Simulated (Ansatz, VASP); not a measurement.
# ZnAg: VASP beside Ansatz

```xyz
2
Lattice="3.1665 0.0000 0.0000 0.0000 3.1665 0.0000 0.0000 0.0000 3.1665" Properties=species:S:1:pos:R:3 pbc="T T T"
Zn    1.5832    1.5832    1.5832
Ag    0.0000    0.0000    0.0000
```

Change from the starting cell: volume scaled by 1.01, crystal datasets.

Alike in both runs: task electric field gradients; functional LDA; k mesh 12 × 12 × 12; occupations fermi-dirac, width 0.03 eV; no spin polarisation.

```csv
,VASP,Ansatz
version,VASP 6.6.1,Ansatz 0.2.0
potentials or method,"VASP PAW LDA potentials, release 64 (Zn, Ag), cutoff 520 eV","all-electron PAW with datasets made for the crystal, scalar-relativistic"
```

```csv
,VASP,Ansatz,Ansatz less VASP
pressure (GPa),-8.5,-8.9,-0.39
```

LDA's correlation is that of Perdew and Zunger in VASP and of Perdew and Wang (1992) in Ansatz. Ansatz ran all-electron here, and VASP with PAW potentials.
